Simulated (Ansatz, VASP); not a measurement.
Ag: VASP beside Ansatz

INCAR

```
SYSTEM = Ag
ALGO = Normal
EDIFF = 1E-7
EDIFFG = -0.01
ENCUT = 500
GGA = PS
GGA_COMPAT = .FALSE.
IBRION = 2
ISIF = 3
ISMEAR = -1
LASPH = .TRUE.
LCHARG = .FALSE.
LREAL = .FALSE.
LWAVE = .FALSE.
NELM = 120
NELMIN = 4
NSW = 80
PREC = Accurate
SIGMA = 0.05
```

KPOINTS

```
k-points
0
G
  16 16 16
  0 0 0
```

The input POSCAR:

```
Ag
1.0
    0.0000000000      2.0431000000      2.0431000000
    2.0431000000      0.0000000000      2.0431000000
    2.0431000000      2.0431000000      0.0000000000
Ag
1
Direct
    0.0000000000      0.0000000000      0.0000000000
```

Input for Ansatz:

```yaml
crystal:
  lattice:
    - [0.0, 2.0431, 2.0431]
    - [2.0431, 0.0, 2.0431]
    - [2.0431, 2.0431, 0.0]
  atoms:
    - { symbol: Ag, position: [0.0, 0.0, 0.0] }
basis:
  ecutwfc: 420
  xc_grid: 2
hamiltonian:
  xc: pbesol
  pseudopotentials: { kind: paw, azcp: { folder: soft_1 } }
kpoints:
  mp_grid: { grid: [16, 16, 16] }
scf:
  occupations: { method: fermi_dirac, width: 0.05 }
  max_iter: 150
output:
  forces: true
  stress: true
relax:
  f_tol: 0.01
  max_steps: 60
  cell: {}
checkpoint:
  write: "../pbesol.run"
  compress: false
  write_wavefunctions: false
  write_every: 100000
```

Alike in both runs: task relaxation of cell and atoms; functional PBEsol; k mesh 16 × 16 × 16; occupations fermi-dirac, width 0.05 eV; no spin polarisation.

|  | VASP | Ansatz |
| --- | --- | --- |
| version | VASP 6.6.1 | Ansatz 0.2.0 |
| potentials or method | VASP PAW PBE potentials, release 64 (Ag), cutoff 500 eV | plane-wave PAW DFT |
| valence electrons in the cell | 11 | 19 |

|  | VASP | Ansatz | Ansatz less VASP |
| --- | --- | --- | --- |
| relaxed volume (Å³/atom) | 16.63 | 16.66 | +0.032 |
| relaxed cell length with the largest relative difference (Å) | 2.865 | 2.867 | +0.0019 |

VASP's potentials were made for PBE, not for PBEsol, and Ansatz warns of the same on its side. VASP's potentials hold 11 valence electrons a cell and Ansatz's 19, so a difference there can come from the potentials and not from the codes.
